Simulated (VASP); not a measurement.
# Zr (P6_3/mmc) in VASP: further runs

The runs below take Zr through single point, relaxation of cell and atoms, with LDA.

Program: VASP 6.6.1. These are calculated values, not measurements. Logs are shortened: lines on timing, memory, paths and dates and some standing lists are left out, and cuts for length are marked.

**1. The cell of the first run**

The structure is hexagonal, space group P6_3/mmc (No. 194). Conventional cell: a = 3.147 Å, b = 3.147 Å, c = 5.079 Å, α = 90.00°, β = 90.00°, γ = 120.00°. Zr (site symmetry -6m2) has 12 Zr at 3.12 to 3.15 Å within 4.1 Å.

**2. Single point, LDA**

INCAR reads:

```
ALGO     = Normal         # electronic algorithm
EDIFF    = 1E-6           # SCF threshold, eV
ENCUT    = 520            # plane-wave cutoff, eV
GGA      = CA             # functional
ISIF     = 2              # what is computed and relaxed
ISMEAR   = 0              # smearing method
LASPH    = T              # aspherical terms in the spheres
LCHARG   = F              # write CHGCAR
LREAL    = F              # projectors in reciprocal space
LWAVE    = F              # write WAVECAR
NBANDS   = 19             # bands
NELM     = 100            # most SCF steps
PREC     = Accurate       # precision mode
SIGMA    = 0.05           # smearing width, eV
```

KPOINTS reads:

```
k-points
0
Gamma
  16 16 8
```

POSCAR reads:

```
Zr
1.0
    3.1471525043      0.0000000000      0.0000000000
   -1.5735762522      2.7255140183      0.0000000000
    0.0000000000      0.0000000000      5.0789986234
Zr
2
Direct
    0.3333333333      0.6666666667      0.7500000000
    0.6666666667      0.3333333333      0.2500000000
```

Potentials or basis: VASP PAW LDA potentials, release 64 (Zr_sv).

The run is started by

```
> cat potpaw_LDA.64/Zr_sv/POTCAR > POTCAR
> mpirun -np 1 vasp_std > vasp.out
```

OUTCAR:

```text
EDIFF = 1E-6
   ENCUT = 520
   GGA = CA
   ISIF = 2
   ISMEAR = 0
   LASPH = T
   LREAL = F
   NELM = 100
   PREC = Accurate

 ion  position               nearest neighbor table
   1  0.333  0.667  0.750-   2 3.12   2 3.12   2 3.12   2 3.12   2 3.12   2 3.12
   2  0.667  0.333  0.250-   1 3.12   1 3.12   1 3.12   1 3.12   1 3.12   1 3.12

  LATTYP: Found a hexagonal cell.
 ALAT       =     3.1471525043
 C/A-ratio  =     1.6138393727

  Lattice vectors:

 A1 = (   3.1471525043,   0.0000000000,   0.0000000000)
 A2 = (  -1.5735762522,   2.7255140183,   0.0000000000)
 A3 = (   0.0000000000,   0.0000000000,   5.0789986234)

Analysis of symmetry for initial positions (statically):
=====================================================================
 Subroutine PRICEL returns:
 Original cell was already a primitive cell.

 Routine SETGRP: Setting up the symmetry group for a
 hexagonal supercell.

 Subroutine GETGRP returns: Found 24 space group operations
 (whereof 12 operations were pure point group operations)
 out of a pool of 24 trial point group operations.

The static configuration has the point symmetry D_3d.
 The point group associated with its full space group is D_6h.

Analysis of symmetry for dynamics (positions and initial velocities):
=====================================================================
 Subroutine PRICEL returns:
 Original cell was already a primitive cell.

 Routine SETGRP: Setting up the symmetry group for a
 hexagonal supercell.

 Subroutine GETGRP returns: Found 24 space group operations
 (whereof 12 operations were pure point group operations)
 out of a pool of 24 trial point group operations.

The dynamic configuration has the point symmetry D_3d.
 The point group associated with its full space group is D_6h.

 Subroutine INISYM returns: Found 24 space group operations
 (whereof 12 operations are pure point group operations),
 and found     1 'primitive' translations

----------------------------------------------------------------------------------------

                                     Primitive cell

  volume of cell :      43.5657

  direct lattice vectors                    reciprocal lattice vectors
     3.147152504  0.000000000  0.000000000     0.317747551  0.183451634  0.000000000
    -1.573576252  2.725514018  0.000000000     0.000000000  0.366903268  0.000000000
     0.000000000  0.000000000  5.078998623     0.000000000  0.000000000  0.196889205

  length of vectors
     3.147152504  3.147152504  5.078998623     0.366903268  0.366903268  0.196889205

  position of ions in fractional coordinates (direct lattice)
     0.333333333  0.666666667  0.750000000
     0.666666667  0.333333333  0.250000000

  ion indices of the primitive-cell ions
   primitive index   ion index
                 1           1
                 2           2

----------------------------------------------------------------------------------------

 KPOINTS: k-points

Automatic generation of k-mesh.
 Grid dimensions read from file:
 generate k-points for:   16   16    8

 Generating k-lattice:

  Cartesian coordinates                     Fractional coordinates (reciprocal lattice)
     0.019859222  0.011465727  0.000000000     0.062500000  0.000000000  0.000000000
     0.000000000  0.022931454  0.000000000     0.000000000  0.062500000  0.000000000
     0.000000000  0.000000000  0.024611151     0.000000000  0.000000000  0.125000000

  Length of vectors
     0.022931454  0.022931454  0.024611151

  Shift w.r.t. Gamma in fractional coordinates (k-lattice)
     0.000000000  0.000000000  0.000000000

 Subroutine IBZKPT returns following result:
 ===========================================

 Found    150 irreducible k-points:

 Following reciprocal coordinates:
            Coordinates               Weight
  0.000000  0.000000  0.000000      1.000000
  0.062500  0.000000  0.000000      6.000000
  0.125000  0.000000  0.000000      6.000000
  0.187500  0.000000  0.000000      6.000000
  0.250000  0.000000  0.000000      6.000000
  0.312500  0.000000  0.000000      6.000000
[... 16 lines left out ...]
  0.187500  0.187500  0.000000      6.000000
  0.250000  0.187500  0.000000     12.000000
 [... further k-points ...]
   k-points           NKPTS =    150   k-points in BZ     NKDIM =    150   number of bands    NBANDS=     19
   number of dos      NEDOS =    301   number of ions     NIONS =      2
   total plane-waves  NPLWV =  23040
   dimension x,y,z NGX =    24 NGY =   24 NGZ =   40
   dimension x,y,z NGXF=    48 NGYF=   48 NGZF=   80
   ions per type =               2
   NGX,Y,Z   is equivalent  to a cutoff of  12.68, 12.68, 13.09 a.u.
   NGXF,Y,Z  is equivalent  to a cutoff of  25.36, 25.36, 26.19 a.u.
 SYSTEM =  unknown system
   PREC   = accura    normal or accurate (medium, high low for compatibility)
   ISTART =      0    job   : 0-new  1-cont  2-samecut
   ICHARG =      2    charge: 1-file 2-atom 10-const
   ISPIN  =      1    spin polarized calculation?
   LNONCOLLINEAR =      F non collinear calculations
   LSORBIT =      F    spin-orbit coupling
   LASPH  =      T    aspherical Exc in radial PAW
   ENCUT  =  520.0 eV  38.22 Ry    6.18 a.u.   5.85  5.85  9.44*2*pi/ulx,y,z
   NELM   =    100;   NELMIN=  2; NELMDL= -5     # of ELM steps
   EDIFF  = 0.1E-05   stopping-criterion for ELM
   LREAL  =      F    real-space projection
   EDIFFG = 0.1E-04   stopping-criterion for IOM
   NSW    =      0    number of steps for IOM
   IBRION =     -1    ionic relax: 0-MD 1-quasi-New 2-CG
   NFREE  =      0    steps in history (QN), initial steepest desc. (CG)
   ISIF   =      2    stress and relaxation
   ISYM   =      2    0-nonsym 1-usesym 2-fastsym
   POTIM  = 0.5000    time-step for ionic-motion
   TEBEG  =    0.0;   TEEND  =   0.0 temperature during run
   PSTRESS=    0.0 pullay stress
   NELECT =      24.0000    total number of electrons
   NUPDOWN=      -1.0000    fix difference up-down
   EMIN   =  10.00;   EMAX   =-10.00  energy-range for DOS
   EFERMI =   0.00;   METHOD = LEGACY
   ISMEAR =     0;   SIGMA  =   0.05  broadening in eV -4-tet -1-fermi 0-gaus
   EFERMI_NEDOS =   21; number of points for ismear=-14 and -15
   IALGO  =     38    algorithm
   IMIX   =      4    mixing-type and parameters
     AMIX     =   0.40;   BMIX     =  1.00
     AMIX_MAG =   1.60;   BMIX_MAG =  1.00
  volume/ion in A,a.u.               =      21.78       147.00
  Fermi-wavevector in a.u.,A,eV,Ry     =   1.342035  2.536078 24.504877  1.801058
  Thomas-Fermi vector in A             =   2.470221
   LORBIT       =      0    0 simple, 1 ext, 2 COOP (PROOUT), +10 PAW based schemes
   GGA     = CA    functional components
   LHFCALC =     F    Hartree Fock is set to
   AEXX    =    0.0000 exact exchange contribution
   IVDW    =     0    specifies the selected vdW correction
   LEPSILON=     F    determine dielectric tensor
   LRPA    =     F    only Hartree local field effects (RPA)
 non-spin polarized calculation
 Gauss-broadening in eV      SIGMA  =   0.05
  energy-cutoff  :      520.00
  volume of cell :       43.57
 maximum number of plane-waves:      1194
 NGX is ok and might be reduce to    24
   NGX = 11   NGY = 11   NGZ = 19

 number of electron      23.9999999 magnetization

 Free energy of the ion-electron system (eV)
  ---------------------------------------------------
  ext. energy  EPLUGINS =         0.00000000
  ---------------------------------------------------
  free energy    TOTEN  =       -18.58566051 eV

  energy without entropy =      -18.58260142  energy(sigma->0) =      -18.58413096

 E-fermi :   9.5732     XC(G=0): -11.6007

 val. band max:        9.5707094953   @ k =   0.3125   0.3125   0.3750
 cond. band min:       9.5823307746   @ k =   0.3125   0.2500   0.5000
 fundamental gap:      0.0116212792
 Fermi energy:         9.5732154540

 k-point     1 :       0.0000    0.0000    0.0000
  band No.  band energies     occupation
      1     -38.8867      2.00000
      2     -38.6882      2.00000
      3     -17.6743      2.00000
      4     -16.5893      2.00000
      5     -16.5893      2.00000
      6     -16.4423      2.00000
[... 11 lines left out ...]
     18      11.8694      0.00000
     19      14.3014      0.00000

 k-point     2 :       0.0625    0.0000    0.0000
  band No.  band energies     occupation
      1     -38.8805      2.00000
      2     -38.6854      2.00000
      3     -17.6594      2.00000
      4     -16.6246      2.00000
      5     -16.6006      2.00000
      6     -16.4619      2.00000
[... 11 lines left out ...]
     18      11.7605      0.00000
     19      14.3823      0.00000

 k-point     3 :       0.1250    0.0000    0.0000
  band No.  band energies     occupation
      1     -38.8628      2.00000
      2     -38.6774      2.00000
      3     -17.6156      2.00000
      4     -16.7252      2.00000
      5     -16.6320      2.00000
      6     -16.5642      2.00000
[... 11 lines left out ...]
     18      11.5577      0.00000
     19      14.5722      0.00000

 k-point     4 :       0.1875    0.0000    0.0000
  band No.  band energies     occupation
      1     -38.8356      2.00000
      2     -38.6661      2.00000
      3     -17.5465      2.00000
      4     -16.8750      2.00000
      5     -16.7124      2.00000
      6     -16.6773      2.00000
[... 11 lines left out ...]
     18      12.0611      0.00000
     19      14.7825      0.00000

 k-point     5 :       0.2500    0.0000    0.0000
  band No.  band energies     occupation
      1     -38.8022      2.00000
      2     -38.6538      2.00000
      3     -17.4574      2.00000
      4     -17.0505      2.00000
      5     -16.8803      2.00000
      6     -16.7287      2.00000
[... 11 lines left out ...]
     18      12.7239      0.00000
     19      14.9589      0.00000

 k-point     6 :       0.3125    0.0000    0.0000
  band No.  band energies     occupation
      1     -38.7668      2.00000
      2     -38.6433      2.00000
      3     -17.3564      2.00000
      4     -17.2243      2.00000
      5     -17.0419      2.00000
      6     -16.7784      2.00000
[... 11 lines left out ...]
     18      13.4941      0.00000
     19      15.0842      0.00000

 k-point     7 :       0.3750    0.0000    0.0000
  band No.  band energies     occupation
      1     -38.7341      2.00000
      2     -38.6368      2.00000
      3     -17.3698      2.00000
      4     -17.2546      2.00000
      5     -17.1747      2.00000
      6     -16.8195      2.00000
[... 11 lines left out ...]
     18      14.2898      0.00000
     19      15.1617      0.00000

 k-point     8 :       0.4375    0.0000    0.0000
  band No.  band energies     occupation
      1     -38.7096      2.00000
      2     -38.6350      2.00000
      3     -17.4661      2.00000
      4     -17.2615      2.00000
      5     -17.1703      2.00000
      6     -16.8465      2.00000
[... 256 lines left out ...]
 k-point    20 :       0.3125    0.1250    0.0000
  band No.  band energies     occupation
      1     -38.7243      2.00000
      2     -38.6355      2.00000
      3     -17.3422      2.00000
      4     -17.2227      2.00000
      5     -17.1788      2.00000
      6     -16.8703      2.00000
[... 11 lines left out ...]
     18      14.9009      0.00000
     19      15.1576      0.00000

 k-point    21 :       0.3750    0.1250    0.0000
  band No.  band energies     occupation
      1     -38.7005      2.00000
      2     -38.6350      2.00000
      3     -17.4296      2.00000
      4     -17.2352      2.00000
      5     -17.1378      2.00000
      6     -16.9160      2.00000
[... 11 lines left out ...]
     18      14.9186      0.00000
     19      15.9996      0.00000

 k-point    22 :       0.4375    0.1250    0.0000
  band No.  band energies     occupation
      1     -38.6910      2.00000
      2     -38.6360      2.00000
      3     -17.4601      2.00000
      4     -17.2548      2.00000
      5     -17.1007      2.00000
      6     -16.9320      2.00000
[... 11 lines left out ...]
     18      14.9234      0.00000
     19      16.4374      0.00000

 k-point    23 :       0.1875    0.1875    0.0000
  band No.  band energies     occupation
      1     -38.7584      2.00000
      2     -38.6411      2.00000
      3     -17.3318      2.00000
      4     -17.1365      2.00000
      5     -17.1252      2.00000
      6     -16.7869      2.00000
[... 11 lines left out ...]
     18      14.2242      0.00000
     19      14.7727      0.00000

 k-point    24 :       0.2500    0.1875    0.0000
  band No.  band energies     occupation
      1     -38.7276      2.00000
      2     -38.6357      2.00000
      3     -17.2630      2.00000
      4     -17.2345      2.00000
      5     -17.1803      2.00000
      6     -16.8684      2.00000
[... 11 lines left out ...]
     18      14.7454      0.00000
     19      15.1629      0.00000

 [... further k-points ...]

------------------------ aborting loop because EDIFF is reached ----------------------------------------

  FORCE on cell =-STRESS in cart. coord.  units (eV):
  Direction    XX          YY          ZZ          XY          YZ          ZX
  --------------------------------------------------------------------------------------
  -------------------------------------------------------------------------------------
  Total        0.0174619      0.0174619      0.0584372     -0.0000000     -0.0000000      0.0000000
  in kB        0.6421801      0.6421801      2.1490953     -0.0000000     -0.0000000      0.0000000
  external PRESSURE =       1.1444852 kB  Pullay stress =       0.0000000 kB

 VOLUME and BASIS-vectors are now :
 -----------------------------------------------------------------------------
  energy-cutoff  :      520.00
  volume of cell :       43.57
      direct lattice vectors                 reciprocal lattice vectors
     3.147152504  0.000000000  0.000000000     0.317747551  0.183451634  0.000000000
    -1.573576252  2.725514018  0.000000000     0.000000000  0.366903268  0.000000000
     0.000000000  0.000000000  5.078998623     0.000000000  0.000000000  0.196889205

 POSITION                                       TOTAL-FORCE (eV/Angst)
 -----------------------------------------------------------------------------------
     -0.00000      1.81701      3.80925        -0.000000      0.000000      0.000000
      1.57358      0.90850      1.26975         0.000000      0.000000      0.000000
 -----------------------------------------------------------------------------------
    total drift:                                0.000000     -0.000000      0.000000

  FREE ENERGIE OF THE ION-ELECTRON SYSTEM (eV)
  ---------------------------------------------------
  free  energy   TOTEN  =       -18.5856605060 eV

  energy  without entropy=      -18.5826014208  energy(sigma->0) =      -18.58413096
```

Run time: 48 s. Hardware: 1 thread of AMD EPYC 9R45 (Zen 5), shared host; peak memory 0.18 GiB.

Results:

```yaml
Free_energy: -18.5857 eV
Pressure: 0.1 GPa
Band_gap_on_the_k_mesh: zero (bands 12 and 13 overlap by 1.34 eV)
```

Stress tensor (GPa, compression positive):
```
0.06 0.00 0.00
0.00 0.06 0.00
0.00 0.00 0.21
```

**3. Single point, LDA**

INCAR reads:

```
PREC = Accurate
ENCUT = 520
EDIFF = 1E-6
ISMEAR = 0
SIGMA = 0.05
LREAL = F
LASPH = T
NELM = 80
ALGO = Normal
ISIF = 2
LWAVE = F
LCHARG = T
LELF = T
LVHAR = T
NBANDS = 19
```

KPOINTS reads:

```
Automatic mesh
0
Gamma
  16 16 8
```

POSCAR is that of step 2.

Potentials or basis: VASP PAW LDA potentials, release 64 (Zr_sv).

The run is started by

```
> cat potpaw_LDA.64/Zr_sv/POTCAR > POTCAR
> mpirun -np 1 vasp_std > vasp.out
```

It took 47 s on 1 thread of AMD EPYC 9R45 (Zen 5), shared host; peak memory 0.18 GiB.

It converged, with:

```
Free energy            : -18.5857 eV
Pressure               : 0.1 GPa
Band gap on the k mesh : zero (bands 12 and 13 overlap by 1.34 eV)
```

Stress tensor (GPa, compression positive):
```
0.06 0.00 0.00
0.00 0.06 0.00
0.00 0.00 0.21
```

Levels at points of the mesh, in eV from the Fermi level:
| k point | band 9 | band 10 | band 11 | band 12 | band 13 | band 14 | band 15 | band 16 |
| --- | --- | --- | --- | --- | --- | --- | --- | --- |
| (0.00, 0.00, 0.00) | -5.76 | -3.24 | 0.84 | 0.84 | 0.87 | 1.40 | 1.57 | 1.57 |
| (0.50, 0.00, 0.00) | -2.84 | -2.62 | -2.38 | 0.02 | 0.54 | 0.76 | 1.48 | 5.34 |
| (0.00, 0.00, 0.50) | -4.00 | -4.00 | -0.04 | -0.04 | 0.76 | 0.76 | 0.76 | 0.76 |
| (0.50, 0.00, 0.50) | -3.09 | -3.09 | -1.26 | -1.26 | 1.94 | 1.94 | 2.34 | 2.34 |

**4. Relaxation of cell and atoms, LDA**

This run uses another cell than the first one, of 23.24 Å³/atom.

INCAR reads:

```
ALGO     = Normal         # electronic algorithm
EDIFF    = 1E-6           # SCF threshold, eV
EDIFFG   = -0.01          # ionic threshold
ENCUT    = 600            # plane-wave cutoff, eV
IBRION   = 2              # ionic algorithm
ISIF     = 3              # what is computed and relaxed
ISMEAR   = 0              # smearing method
LASPH    = T              # aspherical terms in the spheres
LCHARG   = F              # write CHGCAR
LREAL    = F              # projectors in reciprocal space
LWAVE    = F              # write WAVECAR
NELM     = 80             # most SCF steps
NSW      = 80             # ionic steps
PREC     = Accurate       # precision mode
SIGMA    = 0.05           # smearing width, eV
```

KPOINTS reads:

```
k-points
0
Gamma
  16 16 8
```

POSCAR reads:

```
Zr
1.0
    3.2300000000      0.0000000000      0.0000000000
   -1.6150000000      2.7972620542      0.0000000000
    0.0000000000      0.0000000000      5.1453900000
Zr
2
Direct
    0.3333333333      0.6666666667      0.7500000000
    0.6666666667      0.3333333333      0.2500000000
```

The run is started by

```
> cat potpaw_LDA.64/Zr_sv/POTCAR > POTCAR
> mpirun -np 1 vasp_std > vasp.out
```

Wall time 3.8 min (1 thread of AMD EPYC 9R45 (Zen 5), shared host); peak memory 0.22 GiB.

Results (log left out):

```
Free energy                           : -18.5866 eV
Relaxed volume                        : 21.81 Å³/atom
Relaxed cell                          : a = 3.148 Å, b = 3.148 Å, c = 5.082 Å, α = 90.00°, β = 90.00°, γ = 120.00°
Space group after relaxing (to 0.1 Å) : P6_3/mmc (No. 194)
Energy gained by relaxing             : 27.6 meV/atom
Ionic steps                           : 6
Pressure after relaxing               : 0.0 GPa
Band gap on the k mesh                : zero (bands 12 and 13 overlap by 1.34 eV)
```

The path:
```tsv
step	energy change (eV)	largest force (eV/Å)	pressure (GPa)	volume (Å³)
1	0.0000	0.0000	-5.88	46.49
2	0.0042	0.0000	7.21	40.99
3	-0.0538	0.0000	-0.06	43.71
4	-0.0538	0.0000	0.06	43.65
5	-0.0549	0.0000	0.03	43.63
6	-0.0552	0.0000	0.02	43.61
```

Final structure:
```yaml
crystal:
  lattice:
    - [3.14781, 0.00000, 0.00000]
    - [-1.57391, 2.72609, 0.00000]
    - [0.00000, 0.00000, 5.08220]
  atoms:
    - { symbol: Zr, position: [0.33333, 0.66667, 0.75000] }
    - { symbol: Zr, position: [0.66667, 0.33333, 0.25000] }
```

Levels at points of the mesh, in eV from the Fermi level:
```csv
k point,band 10,band 11,band 12,band 13,band 14,band 15
"(0.00, 0.00, 0.00)",-3.24,0.84,0.84,0.87,1.40,1.56
"(0.50, 0.00, 0.00)",-2.62,-2.38,0.02,0.55,0.76,1.48
"(0.00, 0.00, 0.50)",-4.00,-0.04,-0.04,0.76,0.76,0.76
"(0.50, 0.00, 0.50)",-3.09,-1.26,-1.26,1.94,1.94,2.34
```
